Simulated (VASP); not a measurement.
# Pt (Fm-3m) in VASP: settings compared

The runs below take Pt through single point, with PBEsol, r2SCAN.

Program: VASP 6.6.1. These are calculated values, not measurements. Logs are shortened: lines on timing, memory, paths and dates and some standing lists are left out, and cuts for length are marked.

## Step 1: The cell of the first run

It takes space group Fm-3m (No. 225, cubic). The conventional cell has a = 3.918 Å, b = 3.918 Å, c = 3.918 Å, α = 90.00°, β = 90.00°, γ = 90.00°. Pt (site symmetry m-3m) has 12 Pt at 2.77 Å within 3.7 Å.

## Step 2: Single point, PBEsol

INCAR reads:

```
SYSTEM = Pt
ALGO     = Normal         ! electronic algorithm
EDIFF    = 1E-6           ! SCF threshold, eV
ENCUT    = 500            ! plane-wave cutoff, eV
GGA      = PS             ! functional
GGA_COMPAT= .FALSE.      
ISIF     = 2              ! what is computed and relaxed
ISMEAR   = 0              ! smearing method
LASPH    = .TRUE.         ! aspherical terms in the spheres
LCHARG   = .FALSE.        ! write CHGCAR
LREAL    = .FALSE.        ! projectors in reciprocal space
LWAVE    = .FALSE.        ! write WAVECAR
NBANDS   = 11             ! bands
NELM     = 120            ! most SCF steps
PREC     = Accurate       ! precision mode
SIGMA    = 0.1            ! smearing width, eV
```

KPOINTS reads:

```
k-points
0
G
  18 18 18
  0 0 0
```

POSCAR reads:

```
Pt
1.0
    0.0000000000      1.9590400275      1.9590400275
    1.9590400275      0.0000000000      1.9590400275
    1.9590400275      1.9590400275      0.0000000000
Pt
1
Direct
    0.0000000000      0.0000000000      0.0000000000
```

Potentials or basis: VASP PAW PBE potentials, release 64 (Pt).

The run is started by

```console
cat potpaw_PBE.64/Pt/POTCAR > POTCAR
mpirun -np 1 vasp_std > vasp.out
```

OUTCAR:

```text
SYSTEM = Pt
   EDIFF = 1E-6
   ENCUT = 500
   GGA = PS
   ISIF = 2
   ISMEAR = 0
   LASPH = .TRUE.
   LREAL = .FALSE.
   NELM = 120
   PREC = Accurate

 ion  position               nearest neighbor table
   1  0.000  0.000  0.000-

  LATTYP: Found a face centered cubic cell.
 ALAT       =     3.9180800550

  Lattice vectors:

 A1 = (   0.0000000000,   1.9590400275,   1.9590400275)
 A2 = (   1.9590400275,   0.0000000000,   1.9590400275)
 A3 = (   1.9590400275,   1.9590400275,   0.0000000000)

Analysis of symmetry for initial positions (statically):
=====================================================================
 Subroutine PRICEL returns:
 Original cell was already a primitive cell.

 Routine SETGRP: Setting up the symmetry group for a
 face centered cubic supercell.

 Subroutine GETGRP returns: Found 48 space group operations
 (whereof 48 operations were pure point group operations)
 out of a pool of 48 trial point group operations.

The static configuration has the point symmetry O_h .

Analysis of symmetry for dynamics (positions and initial velocities):
=====================================================================
 Subroutine PRICEL returns:
 Original cell was already a primitive cell.

 Routine SETGRP: Setting up the symmetry group for a
 face centered cubic supercell.

 Subroutine GETGRP returns: Found 48 space group operations
 (whereof 48 operations were pure point group operations)
 out of a pool of 48 trial point group operations.

The dynamic configuration has the point symmetry O_h .

 Subroutine INISYM returns: Found 48 space group operations
 (whereof 48 operations are pure point group operations),
 and found     1 'primitive' translations

----------------------------------------------------------------------------------------

                                     Primitive cell

  volume of cell :      15.0370

  direct lattice vectors                    reciprocal lattice vectors
     0.000000000  1.959040027  1.959040027    -0.255227046  0.255227046  0.255227046
     1.959040027  0.000000000  1.959040027     0.255227046 -0.255227046  0.255227046
     1.959040027  1.959040027  0.000000000     0.255227046  0.255227046 -0.255227046

  length of vectors
     2.770500976  2.770500976  2.770500976     0.442066212  0.442066212  0.442066212

  position of ions in fractional coordinates (direct lattice)
     0.000000000  0.000000000  0.000000000

  ion indices of the primitive-cell ions
   primitive index   ion index
                 1           1

----------------------------------------------------------------------------------------

 KPOINTS: k-points

Automatic generation of k-mesh.
 Grid dimensions read from file:
 generate k-points for:   18   18   18

 Generating k-lattice:

  Cartesian coordinates                     Fractional coordinates (reciprocal lattice)
    -0.014179280  0.014179280  0.014179280     0.055555556  0.000000000  0.000000000
     0.014179280 -0.014179280  0.014179280     0.000000000  0.055555556  0.000000000
     0.014179280  0.014179280 -0.014179280     0.000000000  0.000000000  0.055555556

  Length of vectors
     0.024559234  0.024559234  0.024559234

  Shift w.r.t. Gamma in fractional coordinates (k-lattice)
     0.000000000  0.000000000  0.000000000

 Subroutine IBZKPT returns following result:
 ===========================================

 Found    195 irreducible k-points:

 Following reciprocal coordinates:
            Coordinates               Weight
  0.000000  0.000000  0.000000      1.000000
  0.055556  0.000000  0.000000      8.000000
  0.111111  0.000000  0.000000      8.000000
  0.166667  0.000000  0.000000      8.000000
  0.222222  0.000000  0.000000      8.000000
  0.277778  0.000000  0.000000      8.000000
[... 16 lines left out ...]
 -0.277778  0.055556  0.000000     24.000000
 -0.222222  0.055556  0.000000     24.000000
 [... further k-points ...]
   k-points           NKPTS =    195   k-points in BZ     NKDIM =    195   number of bands    NBANDS=     11
   number of dos      NEDOS =    301   number of ions     NIONS =      1
   total plane-waves  NPLWV =   8000
   dimension x,y,z NGX =    20 NGY =   20 NGZ =   20
   dimension x,y,z NGXF=    40 NGYF=   40 NGZF=   40
   ions per type =               1
   NGX,Y,Z   is equivalent  to a cutoff of  12.00, 12.00, 12.00 a.u.
   NGXF,Y,Z  is equivalent  to a cutoff of  24.00, 24.00, 24.00 a.u.
 SYSTEM =  Pt
   PREC   = accura    normal or accurate (medium, high low for compatibility)
   ISTART =      0    job   : 0-new  1-cont  2-samecut
   ICHARG =      2    charge: 1-file 2-atom 10-const
   ISPIN  =      1    spin polarized calculation?
   LNONCOLLINEAR =      F non collinear calculations
   LSORBIT =      F    spin-orbit coupling
   LASPH  =      T    aspherical Exc in radial PAW
   ENCUT  =  500.0 eV  36.75 Ry    6.06 a.u.   5.05  5.05  5.05*2*pi/ulx,y,z
   NELM   =    120;   NELMIN=  2; NELMDL= -5     # of ELM steps
   EDIFF  = 0.1E-05   stopping-criterion for ELM
   LREAL  =      F    real-space projection
   EDIFFG = 0.1E-04   stopping-criterion for IOM
   NSW    =      0    number of steps for IOM
   IBRION =     -1    ionic relax: 0-MD 1-quasi-New 2-CG
   NFREE  =      0    steps in history (QN), initial steepest desc. (CG)
   ISIF   =      2    stress and relaxation
   ISYM   =      2    0-nonsym 1-usesym 2-fastsym
   POTIM  = 0.5000    time-step for ionic-motion
   TEBEG  =    0.0;   TEEND  =   0.0 temperature during run
   PSTRESS=    0.0 pullay stress
   NELECT =      10.0000    total number of electrons
   NUPDOWN=      -1.0000    fix difference up-down
   EMIN   =  10.00;   EMAX   =-10.00  energy-range for DOS
   EFERMI =   0.00;   METHOD = LEGACY
   ISMEAR =     0;   SIGMA  =   0.10  broadening in eV -4-tet -1-fermi 0-gaus
   EFERMI_NEDOS =   21; number of points for ismear=-14 and -15
   IALGO  =     38    algorithm
   IMIX   =      4    mixing-type and parameters
     AMIX     =   0.40;   BMIX     =  1.00
     AMIX_MAG =   1.60;   BMIX_MAG =  1.00
  volume/ion in A,a.u.               =      15.04       101.47
  Fermi-wavevector in a.u.,A,eV,Ry     =   1.428965  2.700352 27.782285  2.041940
  Thomas-Fermi vector in A             =   2.548970
   LORBIT       =      0    0 simple, 1 ext, 2 COOP (PROOUT), +10 PAW based schemes
   GGA     = PS    functional components
   LHFCALC =     F    Hartree Fock is set to
   AEXX    =    0.0000 exact exchange contribution
   IVDW    =     0    specifies the selected vdW correction
   LEPSILON=     F    determine dielectric tensor
   LRPA    =     F    only Hartree local field effects (RPA)
 non-spin polarized calculation
 Gauss-broadening in eV      SIGMA  =   0.10
  energy-cutoff  :      500.00
  volume of cell :       15.04
 maximum number of plane-waves:       392
   NGX = 11   NGY = 11   NGZ = 11

 number of electron      10.0000001 magnetization

 Free energy of the ion-electron system (eV)
  ---------------------------------------------------
  ext. energy  EPLUGINS =         0.00000000
  ---------------------------------------------------
  free energy    TOTEN  =        -6.96545361 eV

  energy without entropy =       -6.95481143  energy(sigma->0) =       -6.96013252

 E-fermi :  11.1544     XC(G=0): -13.6459

 val. band max:       11.1539375639   @ k =  -0.3333   0.3889   0.1111
 cond. band min:      11.1656667059   @ k =   0.3889   0.2222   0.0000
 fundamental gap:      0.0117291420
 Fermi energy:        11.1544460206

 k-point     1 :       0.0000    0.0000    0.0000
  band No.  band energies     occupation
      1       0.8236      2.00000
      2       7.3279      2.00000
      3       7.3279      2.00000
      4       7.3279      2.00000
      5       9.5166      2.00000
      6       9.5166      2.00000
      7      25.7692      0.00000
      8      30.7428      0.00000
      9      30.7428      0.00000
     10      30.7428      0.00000
     11      36.0524      0.00000

 k-point     2 :       0.0556    0.0000    0.0000
  band No.  band energies     occupation
      1       0.9485      2.00000
      2       7.2711      2.00000
      3       7.3782      2.00000
      4       7.3782      2.00000
      5       9.4879      2.00000
      6       9.4879      2.00000
      7      25.9655      0.00000
      8      30.0684      0.00000
      9      30.9355      0.00000
     10      30.9355      0.00000
     11      36.7988      0.00000

 k-point     3 :       0.1111    0.0000    0.0000
  band No.  band energies     occupation
      1       1.3121      2.00000
      2       7.1248      2.00000
      3       7.5097      2.00000
      4       7.5097      2.00000
      5       9.4264      2.00000
      6       9.4264      2.00000
      7      26.5004      0.00000
      8      28.6593      0.00000
      9      31.4956      0.00000
     10      31.4956      0.00000
     11      37.6393      0.00000

 k-point     4 :       0.1667    0.0000    0.0000
  band No.  band energies     occupation
      1       1.8750      2.00000
      2       6.9605      2.00000
      3       7.6584      2.00000
      4       7.6584      2.00000
      5       9.4088      2.00000
      6       9.4088      2.00000
      7      27.0326      0.00000
      8      27.2016      0.00000
      9      32.3659      0.00000
     10      32.3659      0.00000
     11      36.0844      0.00000
[... 239 lines left out ...]
 k-point    22 :      -0.3333    0.0556    0.0000
  band No.  band energies     occupation
      1       3.7481      2.00000
      2       7.4301      2.00000
      3       7.5451      2.00000
      4       7.9353      2.00000
      5      10.2043      2.00000
      6      10.9510      1.99598
      7      20.8005      0.00000
      8      26.4436      0.00000
      9      30.7788      0.00000
     10      32.7546      0.00000
     11      35.9493      0.00000

 k-point    23 :      -0.2778    0.0556    0.0000
  band No.  band energies     occupation
      1       3.4449      2.00000
      2       7.1424      2.00000
      3       7.6141      2.00000
      4       7.6910      2.00000
      5       9.7063      2.00000
      6      10.4446      2.00000
      7      22.8718      0.00000
      8      27.1690      0.00000
      9      31.7065      0.00000
     10      34.3369      0.00000
     11      34.5721      0.00000

 k-point    24 :      -0.2222    0.0556    0.0000
  band No.  band energies     occupation
      1       2.8790      2.00000
      2       6.8240      2.00000
      3       7.7246      2.00000
      4       7.7937      2.00000
      5       9.3150      2.00000
      6      10.0021      2.00000
      7      24.8107      0.00000
      8      27.6891      0.00000
      9      32.2108      0.00000
     10      33.6214      0.00000
     11      34.8793      0.00000

 [... further k-points ...]

------------------------ aborting loop because EDIFF is reached ----------------------------------------

  FORCE on cell =-STRESS in cart. coord.  units (eV):
  Direction    XX          YY          ZZ          XY          YZ          ZX
  --------------------------------------------------------------------------------------
  -------------------------------------------------------------------------------------
  Total       -0.0392951     -0.0392951     -0.0392951      0.0000000      0.0000000      0.0000000
  in kB       -4.1868635     -4.1868635     -4.1868635      0.0000000      0.0000000      0.0000000
  external PRESSURE =      -4.1868635 kB  Pullay stress =       0.0000000 kB

 VOLUME and BASIS-vectors are now :
 -----------------------------------------------------------------------------
  energy-cutoff  :      500.00
  volume of cell :       15.04
      direct lattice vectors                 reciprocal lattice vectors
     0.000000000  1.959040027  1.959040027    -0.255227046  0.255227046  0.255227046
     1.959040027  0.000000000  1.959040027     0.255227046 -0.255227046  0.255227046
     1.959040027  1.959040027  0.000000000     0.255227046  0.255227046 -0.255227046

 POSITION                                       TOTAL-FORCE (eV/Angst)
 -----------------------------------------------------------------------------------
      0.00000      0.00000      0.00000         0.000000      0.000000      0.000000
 -----------------------------------------------------------------------------------
    total drift:                                0.000000     -0.000000      0.000000

  FREE ENERGIE OF THE ION-ELECTRON SYSTEM (eV)
  ---------------------------------------------------
  free  energy   TOTEN  =        -6.9654536109 eV

  energy  without entropy=       -6.9548114280  energy(sigma->0) =       -6.96013252
```

Wall time 26 s (1 thread of Intel Xeon 8259CL, shared host); peak memory 0.15 GiB.

Results:

```
Free energy            : -6.9655 eV
Pressure               : -0.4 GPa
Band gap on the k mesh : zero (bands 5 and 6 overlap by 2.24 eV)
```

Caveat: the PAW data sets were made with another functional, which shifts forces and pressure a little; spin-orbit coupling is left out, which moves the levels of the heavy elements.

## Step 3: Single point, r2SCAN

POSCAR is that of step 2.

INCAR.step1 reads:

```
PREC = Accurate
ENCUT = 550
ISMEAR = 0
SIGMA = 0.1
LREAL = False
LASPH = True
NELM = 120
NBANDS = 11
GGA = PE
ALGO = Normal
EDIFF = 1E-5
LWAVE = True
LCHARG = False
GGA_COMPAT = False
```

INCAR.step2 reads:

```
PREC = Accurate
ENCUT = 550
EDIFF = 1E-6
ISMEAR = 0
SIGMA = 0.1
LREAL = False
LASPH = True
NELM = 120
ALGO = Normal
ISIF = 2
LWAVE = False
LCHARG = False
METAGGA = R2SCAN
LMIXTAU = True
NBANDS = 11
ISTART = 1
GGA_COMPAT = False
```

KPOINTS reads:

```
Automatic mesh
0
Gamma
  18 18 18
```

Potentials or basis: VASP PAW PBE potentials, release 64 (Pt).

The run is started by

```console
cat potpaw_PBE.64/Pt/POTCAR > POTCAR
cp INCAR.step1 INCAR
mpirun -np 1 vasp_std > vasp.out
cp INCAR.step2 INCAR
mpirun -np 1 vasp_std > vasp.out
```

Run time: 2.1 min. Hardware: 1 thread of Intel Xeon 8259CL, shared host; peak memory 0.17 GiB.

The run converged. Its results:

```yaml
Free_energy: -51.4962 eV
Pressure: 5.6 GPa
Band_gap_on_the_k_mesh: zero (bands 5 and 6 overlap by 2.39 eV)
```

Levels at points of the mesh, in eV from the Fermi level:
```tsv
k point	band 1	band 2	band 3	band 4	band 5	band 6	band 7	band 8	band 9	band 10
(0.00, 0.00, 0.00)	-10.53	-3.94	-3.94	-3.94	-1.76	-1.76	15.47	20.66	20.66	20.66
(0.50, 0.00, 0.00)	-7.61	-4.04	-4.04	-0.32	0.02	0.02	6.18	15.12	19.98	19.98
(0.50, 0.50, 0.00)	-7.34	-6.90	-0.06	0.52	0.52	1.94	9.38	12.03	12.03	21.33
```

Caveat: the cell stands under pressure; the PAW data sets were made with another functional, which shifts forces and pressure a little; spin-orbit coupling is left out, which moves the levels of the heavy elements.

(Continued in part 2 of 2.)
